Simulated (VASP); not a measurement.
# HgTe (P6_3/mmc) in VASP: notebook, part 2 of 2

VASP 6.6.1. Earlier steps stand in the parts before.

**3. Single point, PBE (volume changed by +3%)**

INCAR

```
PREC = Accurate
ENCUT = 520
EDIFF = 1E-6
ISMEAR = -1
SIGMA = 0.02
LREAL = False
LASPH = True
NELM = 80
ALGO = Normal
ISIF = 2
LWAVE = False
LCHARG = False
GGA = PE
NBANDS = 26
```

KPOINTS

```
Automatic mesh
0
Gamma
  6 6 4
```

POSCAR

```
HgTe
1.0
    4.9251213903      0.0000000000      0.0000000000
   -2.4625606952      4.2652802407      0.0000000000
    0.0000000000      0.0000000000      7.3702599634
Hg Te
2 2
Direct
    0.3333333333      0.6666666667      0.2500000000
    0.6666666667      0.3333333333      0.7500000000
    0.6666666667      0.3333333333      0.2500000000
    0.3333333333      0.6666666667      0.7500000000
```

Potentials or basis: VASP PAW PBE potentials, release 64 (Hg, Te).

Command:

```console
cat potpaw_PBE.64/Hg/POTCAR potpaw_PBE.64/Te/POTCAR > POTCAR
mpirun -np 1 vasp_std > vasp.out
```

OUTCAR:

```text
PREC = Accurate
   ENCUT = 520
   EDIFF = 1E-6
   ISMEAR = -1
   LREAL = False
   LASPH = True
   NELM = 80
   ISIF = 2
   GGA = PE

 ion  position               nearest neighbor table
   1  0.333  0.667  0.250-   3 2.84   3 2.84   3 2.84   4 3.69   4 3.69
   2  0.667  0.333  0.750-   4 2.84   4 2.84   4 2.84   3 3.69   3 3.69
   3  0.667  0.333  0.250-   1 2.84   1 2.84   1 2.84   2 3.69   2 3.69
   4  0.333  0.667  0.750-   2 2.84   2 2.84   2 2.84   1 3.69   1 3.69

  LATTYP: Found a hexagonal cell.
 ALAT       =     4.9251213903
 C/A-ratio  =     1.4964626005

  Lattice vectors:

 A1 = (   4.9251213903,   0.0000000000,   0.0000000000)
 A2 = (  -2.4625606952,   4.2652802407,   0.0000000000)
 A3 = (   0.0000000000,   0.0000000000,   7.3702599634)

Analysis of symmetry for initial positions (statically):
=====================================================================
 Subroutine PRICEL returns:
 Original cell was already a primitive cell.

 Routine SETGRP: Setting up the symmetry group for a
 hexagonal supercell.

 Subroutine GETGRP returns: Found 24 space group operations
 (whereof 12 operations were pure point group operations)
 out of a pool of 24 trial point group operations.

The static configuration has the point symmetry D_3d.
 The point group associated with its full space group is D_6h.

Analysis of symmetry for dynamics (positions and initial velocities):
=====================================================================
 Subroutine PRICEL returns:
 Original cell was already a primitive cell.

 Routine SETGRP: Setting up the symmetry group for a
 hexagonal supercell.

 Subroutine GETGRP returns: Found 24 space group operations
 (whereof 12 operations were pure point group operations)
 out of a pool of 24 trial point group operations.

The dynamic configuration has the point symmetry D_3d.
 The point group associated with its full space group is D_6h.

 Subroutine INISYM returns: Found 24 space group operations
 (whereof 12 operations are pure point group operations),
 and found     1 'primitive' translations

----------------------------------------------------------------------------------------

                                     Primitive cell

  volume of cell :     154.8272

  direct lattice vectors                    reciprocal lattice vectors
     4.925121390  0.000000000  0.000000000     0.203040681  0.117225592  0.000000000
    -2.462560695  4.265280241  0.000000000     0.000000000  0.234451183  0.000000000
     0.000000000  0.000000000  7.370259963     0.000000000  0.000000000  0.135680424

  length of vectors
     4.925121390  4.925121390  7.370259963     0.234451183  0.234451183  0.135680424

  position of ions in fractional coordinates (direct lattice)
     0.333333333  0.666666667  0.250000000
     0.666666667  0.333333333  0.750000000
     0.666666667  0.333333333  0.250000000
     0.333333333  0.666666667  0.750000000

  ion indices of the primitive-cell ions
   primitive index   ion index
                 1           1
                 2           2
                 3           3
                 4           4

----------------------------------------------------------------------------------------

 KPOINTS: Automatic mesh

Automatic generation of k-mesh.
 Grid dimensions read from file:
 generate k-points for:    6    6    4

 Generating k-lattice:

  Cartesian coordinates                     Fractional coordinates (reciprocal lattice)
     0.033840113  0.019537599  0.000000000     0.166666667  0.000000000  0.000000000
     0.000000000  0.039075197  0.000000000     0.000000000  0.166666667  0.000000000
     0.000000000  0.000000000  0.033920106     0.000000000  0.000000000  0.250000000

  Length of vectors
     0.039075197  0.039075197  0.033920106

  Shift w.r.t. Gamma in fractional coordinates (k-lattice)
     0.000000000  0.000000000  0.000000000

 Subroutine IBZKPT returns following result:
 ===========================================

 Found     21 irreducible k-points:

 Following reciprocal coordinates:
            Coordinates               Weight
  0.000000  0.000000  0.000000      1.000000
  0.166667  0.000000  0.000000      6.000000
  0.333333  0.000000  0.000000      6.000000
  0.500000 -0.000000  0.000000      3.000000
  0.166667  0.166667  0.000000      6.000000
  0.333333  0.166667  0.000000     12.000000
[... 13 lines left out ...]
  0.333333  0.166667  0.500000     12.000000
  0.333333  0.333333  0.500000      2.000000
   k-points           NKPTS =     21   k-points in BZ     NKDIM =     21   number of bands    NBANDS=     26
   number of dos      NEDOS =    301   number of ions     NIONS =      4
   total plane-waves  NPLWV =  89600
   dimension x,y,z NGX =    40 NGY =   40 NGZ =   56
   dimension x,y,z NGXF=    80 NGYF=   80 NGZF=  112
   ions per type =               2   2
   NGX,Y,Z   is equivalent  to a cutoff of  13.50, 13.50, 12.63 a.u.
   NGXF,Y,Z  is equivalent  to a cutoff of  27.00, 27.00, 25.26 a.u.
 SYSTEM =  unknown system
   PREC   = accura    normal or accurate (medium, high low for compatibility)
   ISTART =      0    job   : 0-new  1-cont  2-samecut
   ICHARG =      2    charge: 1-file 2-atom 10-const
   ISPIN  =      1    spin polarized calculation?
   LNONCOLLINEAR =      F non collinear calculations
   LSORBIT =      F    spin-orbit coupling
   LASPH  =      T    aspherical Exc in radial PAW
   ENCUT  =  520.0 eV  38.22 Ry    6.18 a.u.   9.16  9.16 13.70*2*pi/ulx,y,z
   NELM   =     80;   NELMIN=  2; NELMDL= -5     # of ELM steps
   EDIFF  = 0.1E-05   stopping-criterion for ELM
   LREAL  =      F    real-space projection
   EDIFFG = 0.1E-04   stopping-criterion for IOM
   NSW    =      0    number of steps for IOM
   IBRION =     -1    ionic relax: 0-MD 1-quasi-New 2-CG
   NFREE  =      0    steps in history (QN), initial steepest desc. (CG)
   ISIF   =      2    stress and relaxation
   ISYM   =      2    0-nonsym 1-usesym 2-fastsym
   POTIM  = 0.5000    time-step for ionic-motion
   TEBEG  =    0.0;   TEEND  =   0.0 temperature during run
   PSTRESS=    0.0 pullay stress
   NELECT =      36.0000    total number of electrons
   NUPDOWN=      -1.0000    fix difference up-down
   EMIN   =  10.00;   EMAX   =-10.00  energy-range for DOS
   EFERMI =   0.00;   METHOD = LEGACY
   ISMEAR =    -1;   SIGMA  =   0.02  broadening in eV -4-tet -1-fermi 0-gaus
   EFERMI_NEDOS =   21; number of points for ismear=-14 and -15
   IALGO  =     38    algorithm
   IMIX   =      4    mixing-type and parameters
     AMIX     =   0.40;   BMIX     =  1.00
     AMIX_MAG =   1.60;   BMIX_MAG =  1.00
  volume/ion in A,a.u.               =      38.71       261.21
  Fermi-wavevector in a.u.,A,eV,Ry     =   1.006684  1.902357 13.788320  1.013413
  Thomas-Fermi vector in A             =   2.139442
   LORBIT       =      0    0 simple, 1 ext, 2 COOP (PROOUT), +10 PAW based schemes
   GGA     = PE    functional components
   LHFCALC =     F    Hartree Fock is set to
   AEXX    =    0.0000 exact exchange contribution
   IVDW    =     0    specifies the selected vdW correction
   LEPSILON=     F    determine dielectric tensor
   LRPA    =     F    only Hartree local field effects (RPA)
 non-spin polarized calculation
  energy-cutoff  :      520.00
  volume of cell :      154.83
 maximum number of plane-waves:      4196
 NGX is ok and might be reduce to    40
   NGX = 19   NGY = 19   NGZ = 27

 number of electron      36.0000001 magnetization

 Free energy of the ion-electron system (eV)
  ---------------------------------------------------
  ext. energy  EPLUGINS =         0.00000000
  ---------------------------------------------------
  free energy    TOTEN  =        -6.71770506 eV

  energy without entropy =       -6.71600312  energy(sigma->0) =       -6.71685409

 E-fermi :   1.6277     XC(G=0):  -8.1394

 val. band max:        1.5603636018   @ k =   0.1667   0.1667   0.2500
 cond. band min:       1.6495324945   @ k =   0.1667   0.0000   0.0000
 fundamental gap:      0.0891688926
 Fermi energy:         1.6276728906

 k-point     1 :       0.0000    0.0000    0.0000
  band No.  band energies     occupation
      1      -9.3807      2.00000
      2      -9.0012      2.00000
      3      -5.1783      2.00000
      4      -5.1783      2.00000
      5      -5.1703      2.00000
      6      -5.1703      2.00000
[... 598 lines left out ...]
     25       7.7111      0.00000
     26       7.7111      0.00000

------------------------ aborting loop because EDIFF is reached ----------------------------------------

  FORCE on cell =-STRESS in cart. coord.  units (eV):
  Direction    XX          YY          ZZ          XY          YZ          ZX
  --------------------------------------------------------------------------------------
  -------------------------------------------------------------------------------------
  Total       -1.0534982     -1.0534982     -0.3242149      0.0000000      0.0000000     -0.0000000
  in kB      -10.9017707    -10.9017707     -3.3550282      0.0000000      0.0000000     -0.0000000
  external PRESSURE =      -8.3861899 kB  Pullay stress =       0.0000000 kB

 VOLUME and BASIS-vectors are now :
 -----------------------------------------------------------------------------
  energy-cutoff  :      520.00
  volume of cell :      154.83
      direct lattice vectors                 reciprocal lattice vectors
     4.925121390  0.000000000  0.000000000     0.203040681  0.117225592  0.000000000
    -2.462560695  4.265280241  0.000000000     0.000000000  0.234451183  0.000000000
     0.000000000  0.000000000  7.370259963     0.000000000  0.000000000  0.135680424

 POSITION                                       TOTAL-FORCE (eV/Angst)
 -----------------------------------------------------------------------------------
     -0.00000      2.84352      1.84256        -0.000000     -0.000000      0.000000
      2.46256      1.42176      5.52769         0.000000      0.000000      0.000000
      2.46256      1.42176      1.84256         0.000000      0.000000     -0.000000
     -0.00000      2.84352      5.52769        -0.000000      0.000000     -0.000000
 -----------------------------------------------------------------------------------
    total drift:                               -0.000000      0.000000      0.000000

  FREE ENERGIE OF THE ION-ELECTRON SYSTEM (eV)
  ---------------------------------------------------
  free  energy   TOTEN  =        -6.7177050565 eV

  energy  without entropy=       -6.7160031222  energy(sigma->0) =       -6.71685409
```

OSZICAR:

```text
N       E                     dE             d eps       ncg     rms          rms(c)
DAV:   1     0.229016370226E+03    0.22902E+03   -0.15271E+04  1092   0.118E+03
DAV:   2     0.529359150402E+01   -0.22372E+03   -0.21391E+03  1182   0.268E+02
DAV:   3    -0.710148788782E+01   -0.12395E+02   -0.12264E+02  1292   0.635E+01
DAV:   4    -0.727711729319E+01   -0.17563E+00   -0.17543E+00  1394   0.669E+00
DAV:   5    -0.727879299856E+01   -0.16757E-02   -0.16756E-02  1262   0.720E-01    0.794E+00
DAV:   6    -0.673873347847E+01    0.54006E+00   -0.11591E+00  1126   0.102E+01    0.683E+00
DAV:   7    -0.672020101567E+01    0.18532E-01   -0.29830E-01  1132   0.267E+00    0.301E+00
DAV:   8    -0.671753191042E+01    0.26691E-02   -0.22958E-02  1168   0.136E+00    0.745E-01
DAV:   9    -0.671753021800E+01    0.16924E-05   -0.37605E-03  1170   0.481E-01    0.132E-01
DAV:  10    -0.671762655453E+01   -0.96337E-04   -0.36549E-04  1154   0.148E-01    0.863E-02
DAV:  11    -0.671769971688E+01   -0.73162E-04   -0.13824E-04  1218   0.598E-02    0.208E-02
DAV:  12    -0.671770466753E+01   -0.49507E-05   -0.19842E-05  1172   0.215E-02    0.259E-02
DAV:  13    -0.671770505655E+01   -0.38902E-06   -0.53471E-07   868   0.567E-03
   1 F= -.67177051E+01 E0= -.67168541E+01  d E =-.170193E-02
```

stdout:

```text
POSCAR found type information on POSCAR HgTe
 POSCAR found :  2 types and       4 ions
 scaLAPACK will be used
 LDA part: xc-table for (Slater+PW92), standard interpolation
 POSCAR, INCAR and KPOINTS ok, starting setup
 FFT: planning ... GRIDC
 FFT: planning ... GRID_SOFT
 FFT: planning ... GRID
 WAVECAR not read
 entering main loop
```

Run time: 52 s. Hardware: 1 thread of Intel Xeon 6975P-C (Granite Rapids), shared host; peak memory 0.31 GiB.

What came out:

- Free energy: -6.7177 eV
- Pressure: -0.8 GPa
- Band gap on the k mesh: zero (band 18 reaches 1.65 eV, above the bottom of band 19 at 1.43 eV)

Levels at points of the mesh, in eV from the Fermi level:
| k point | band 15 | band 16 | band 17 | band 18 | band 19 | band 20 | band 21 | band 22 |
| --- | --- | --- | --- | --- | --- | --- | --- | --- |
| (0.00, 0.00, 0.00) | -0.95 | -0.66 | -0.66 | -0.12 | -0.12 | 0.07 | 4.41 | 4.41 |
| (0.50, 0.00, 0.00) | -1.90 | -1.53 | -1.22 | -0.55 | 1.10 | 1.98 | 4.40 | 5.81 |
| (0.00, 0.00, 0.50) | -0.39 | -0.39 | -0.39 | -0.39 | -0.16 | -0.16 | 4.68 | 4.68 |
| (0.50, 0.00, 0.50) | -1.57 | -1.57 | -0.32 | -0.32 | 1.68 | 1.68 | 3.40 | 3.40 |

Caveat: spin-orbit coupling is left out, which moves the levels of the heavy elements.

**4. Single point, PBE (volume changed by +6%)**

INCAR

```
SYSTEM = HgTe
PREC = Accurate
ENCUT = 520
EDIFF = 1E-7
ISMEAR = -1
SIGMA = 0.02
LREAL = .FALSE.
LASPH = .TRUE.
NELM = 60
ALGO = Normal
ISIF = 2
LWAVE = .FALSE.
LCHARG = .FALSE.
GGA = PE
NBANDS = 26
```

KPOINTS

```
Automatic mesh
0
G
  6 6 4
  0 0 0
```

POSCAR

```
HgTe
1.0
    4.9724812321      0.0000000000      0.0000000000
   -2.4862406161      4.3062950668      0.0000000000
    0.0000000000      0.0000000000      7.4411321954
Hg Te
2 2
Direct
    0.3333333333      0.6666666667      0.2500000000
    0.6666666667      0.3333333333      0.7500000000
    0.6666666667      0.3333333333      0.2500000000
    0.3333333333      0.6666666667      0.7500000000
```

Potentials or basis: VASP PAW PBE potentials, release 64 (Hg, Te).

Command:

```console
cat potpaw_PBE.64/Hg/POTCAR potpaw_PBE.64/Te/POTCAR > POTCAR
mpirun -np 1 vasp_std > vasp.out
```

OUTCAR:

```text
SYSTEM = HgTe
   PREC = Accurate
   ENCUT = 520
   EDIFF = 1E-7
   ISMEAR = -1
   LREAL = .FALSE.
   LASPH = .TRUE.
   NELM = 60
   ISIF = 2
   GGA = PE

 ion  position               nearest neighbor table
   1  0.333  0.667  0.250-   3 2.87   3 2.87   3 2.87   4 3.72   4 3.72
   2  0.667  0.333  0.750-   4 2.87   4 2.87   4 2.87   3 3.72   3 3.72
   3  0.667  0.333  0.250-   1 2.87   1 2.87   1 2.87   2 3.72   2 3.72
   4  0.333  0.667  0.750-   2 2.87   2 2.87   2 2.87   1 3.72   1 3.72

  LATTYP: Found a hexagonal cell.
 ALAT       =     4.9724812321
 C/A-ratio  =     1.4964626005

  Lattice vectors:

 A1 = (   4.9724812321,   0.0000000000,   0.0000000000)
 A2 = (  -2.4862406161,   4.3062950668,   0.0000000000)
 A3 = (   0.0000000000,   0.0000000000,   7.4411321954)

Analysis of symmetry for initial positions (statically):
=====================================================================
 Subroutine PRICEL returns:
 Original cell was already a primitive cell.

 Routine SETGRP: Setting up the symmetry group for a
 hexagonal supercell.

[... 167 lines left out ...]

 E-fermi :   1.4164     XC(G=0):  -8.0157

 val. band max:        1.3451169878   @ k =   0.1667   0.1667   0.2500
 cond. band min:       1.4398806999   @ k =   0.1667  -0.0000   0.0000
 fundamental gap:      0.0947637121
 Fermi energy:         1.4163629080

 k-point     1 :       0.0000    0.0000    0.0000
  band No.  band energies     occupation
      1      -9.4734      2.00000
      2      -9.1201      2.00000
      3      -5.2996      2.00000
      4      -5.2996      2.00000
      5      -5.2924      2.00000
      6      -5.2924      2.00000
[... 598 lines left out ...]
     25       7.4768      0.00000
     26       7.4768      0.00000

------------------------ aborting loop because EDIFF is reached ----------------------------------------

  FORCE on cell =-STRESS in cart. coord.  units (eV):
  Direction    XX          YY          ZZ          XY          YZ          ZX
  --------------------------------------------------------------------------------------
  -------------------------------------------------------------------------------------
  Total       -2.0366060     -2.0366060     -0.6042137      0.0000000      0.0000000      0.0000000
  in kB      -20.4786655    -20.4786655     -6.0755444      0.0000000      0.0000000      0.0000000
  external PRESSURE =     -15.6776251 kB  Pullay stress =       0.0000000 kB

 VOLUME and BASIS-vectors are now :
 -----------------------------------------------------------------------------
  energy-cutoff  :      520.00
  volume of cell :      159.34
      direct lattice vectors                 reciprocal lattice vectors
     4.972481232  0.000000000  0.000000000     0.201106843  0.116109090  0.000000000
    -2.486240616  4.306295067  0.000000000     0.000000000  0.232218179  0.000000000
     0.000000000  0.000000000  7.441132195     0.000000000  0.000000000  0.134388151

 POSITION                                       TOTAL-FORCE (eV/Angst)
 -----------------------------------------------------------------------------------
     -0.00000      2.87086      1.86028         0.000000      0.000000      0.000000
      2.48624      1.43543      5.58085        -0.000000      0.000000      0.000000
      2.48624      1.43543      1.86028        -0.000000     -0.000000      0.000000
     -0.00000      2.87086      5.58085         0.000000      0.000000      0.000000
 -----------------------------------------------------------------------------------
    total drift:                               -0.000000      0.000000      0.000000

  FREE ENERGIE OF THE ION-ELECTRON SYSTEM (eV)
  ---------------------------------------------------
  free  energy   TOTEN  =        -6.6844593318 eV

  energy  without entropy=       -6.6828877224  energy(sigma->0) =       -6.68367353
```

OSZICAR:

```text
N       E                     dE             d eps       ncg     rms          rms(c)
DAV:   1     0.224712356731E+03    0.22471E+03   -0.15252E+04  1092   0.118E+03
DAV:   2     0.489937511903E+01   -0.21981E+03   -0.21066E+03  1202   0.266E+02
DAV:   3    -0.707104805728E+01   -0.11970E+02   -0.11858E+02  1302   0.618E+01
DAV:   4    -0.723797431336E+01   -0.16693E+00   -0.16680E+00  1390   0.651E+00
DAV:   5    -0.723973469143E+01   -0.17604E-02   -0.17603E-02  1268   0.711E-01    0.746E+00
DAV:   6    -0.670525600231E+01    0.53448E+00   -0.11478E+00  1126   0.993E+00    0.650E+00
DAV:   7    -0.668737293992E+01    0.17883E-01   -0.27824E-01  1132   0.256E+00    0.293E+00
DAV:   8    -0.668429814306E+01    0.30748E-02   -0.19877E-02  1156   0.123E+00    0.727E-01
DAV:   9    -0.668425952558E+01    0.38617E-04   -0.36122E-03  1194   0.436E-01    0.112E-01
DAV:  10    -0.668437569972E+01   -0.11617E-03   -0.35010E-04  1136   0.138E-01    0.817E-02
DAV:  11    -0.668445216528E+01   -0.76466E-04   -0.11728E-04  1194   0.520E-02    0.182E-02
DAV:  12    -0.668445902189E+01   -0.68566E-05   -0.17750E-05  1174   0.206E-02    0.203E-02
DAV:  13    -0.668445926531E+01   -0.24342E-06   -0.44090E-07  1234   0.427E-03    0.133E-02
DAV:  14    -0.668445933184E+01   -0.66534E-07   -0.92964E-07  1126   0.533E-03
   1 F= -.66844593E+01 E0= -.66836735E+01  d E =-.157161E-02
```

Run time: 73 s. Hardware: 1 thread of Intel Xeon 6975P-C (Granite Rapids), shared host; peak memory 0.31 GiB.

What came out:

```
Free energy            : -6.6845 eV
Pressure               : -1.6 GPa
Band gap on the k mesh : zero (band 18 reaches 1.44 eV, above the bottom of band 19 at 1.19 eV)
```

Stress tensor (GPa, compression positive):
```
-2.05  0.00  0.00
 0.00 -2.05  0.00
 0.00  0.00 -0.61
```

Levels at points of the mesh, in eV from the Fermi level:
| k point | band 16 | band 17 | band 18 | band 19 | band 20 | band 21 |
| --- | --- | --- | --- | --- | --- | --- |
| (0.00, 0.00, 0.00) | -0.67 | -0.67 | -0.15 | -0.15 | 0.07 | 4.41 |
| (0.50, 0.00, 0.00) | -1.45 | -1.20 | -0.52 | 1.08 | 1.90 | 4.40 |
| (0.00, 0.00, 0.50) | -0.41 | -0.41 | -0.41 | -0.19 | -0.19 | 4.67 |
| (0.50, 0.00, 0.50) | -1.53 | -0.32 | -0.32 | 1.63 | 1.63 | 3.42 |

Caveat: spin-orbit coupling is left out, which moves the levels of the heavy elements.

**5. Overview**

| cell | gap on the mesh (eV) | pressure (GPa) |
| --- | --- | --- |
| a = 4.877, b = 4.877, c = 7.298 Å, angles 90.0, 90.0, 120.0°, 4 atoms | none | 0.0 |
| a = 4.925, b = 4.925, c = 7.370 Å, angles 90.0, 90.0, 120.0°, 4 atoms | none | -0.8 |
| a = 4.972, b = 4.972, c = 7.441 Å, angles 90.0, 90.0, 120.0°, 4 atoms | none | -1.6 |

Alike in all rows: task single point; level PBE; potentials or basis VASP PAW PBE potentials, release 64 (Hg, Te); no spin polarisation; k mesh 6 × 6 × 4; cutoff (eV) 520; smearing fermi-dirac 0.02 eV.

Caveats: spin-orbit coupling is left out, which moves the levels of the heavy elements.

Absolute energies hang on the potentials; compare differences alone.
